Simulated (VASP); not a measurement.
Pb: single point with PBE

Pb:

```
Pb
1.0
     0.00000    2.32417    2.78900
     2.32417    0.00000    2.78900
     2.32417    2.32417    0.00000
Pb
1
Direct
  0.00000 0.00000 0.00000
```

This cell differs from its parent crystal: ratio of the length along z to the lengths across it x 1.2, volume and fractional coordinates fixed.

- Program: VASP 6.6.1
- Task: single point
- Functional: PBE
- Potentials or basis: VASP PAW PBE potentials, release 64 (Pb_d)
- Cutoff: 520 eV
- k mesh: 18 × 18 × 18
- Occupations: gaussian, width 0.15 eV
- Spin: no spin polarisation
- Dipole correction: no
- Further INCAR settings: ALGO = Fast; EDIFF = 1e-06; NBANDS = 13

| Property | Result |
| --- | --- |
| Pressure | 3.1 GPa |
| Band gap on the k mesh | zero (band 7 reaches 14.46 eV, above the bottom of band 8 at 5.19 eV) |

Stress tensor (GPa, compression positive):
```
4.41 0.00 0.00
0.00 4.41 0.00
0.00 0.00 0.36
```

Levels at points of the mesh, in eV from the Fermi level:
| k point | band 3 | band 4 | band 5 | band 6 | band 7 | band 8 | band 9 | band 10 | band 11 | band 12 |
| --- | --- | --- | --- | --- | --- | --- | --- | --- | --- | --- |
| (0.00, 0.00, 0.00) | -17.01 | -17.01 | -16.86 | -11.83 | 7.09 | 7.49 | 7.49 | 10.08 | 11.07 | 11.36 |
| (0.50, 0.00, 0.00) | -17.01 | -16.86 | -16.78 | -8.10 | -4.23 | 3.73 | 7.30 | 7.82 | 10.04 | 12.15 |
| (0.50, 0.50, 0.00) | -16.81 | -16.81 | -16.81 | -8.16 | -4.08 | 3.63 | 3.63 | 7.02 | 8.11 | 20.54 |
| (0.50, 0.00, 0.50) | -16.88 | -16.84 | -16.67 | -5.97 | -2.78 | 0.86 | 2.15 | 4.90 | 6.27 | 15.50 |

It took 110 s on 1 thread of Intel Xeon 6975P-C, with other jobs on the host, peak memory 0.29 GiB.

Caveat: spin-orbit coupling is left out, which moves the levels of the heavy elements.
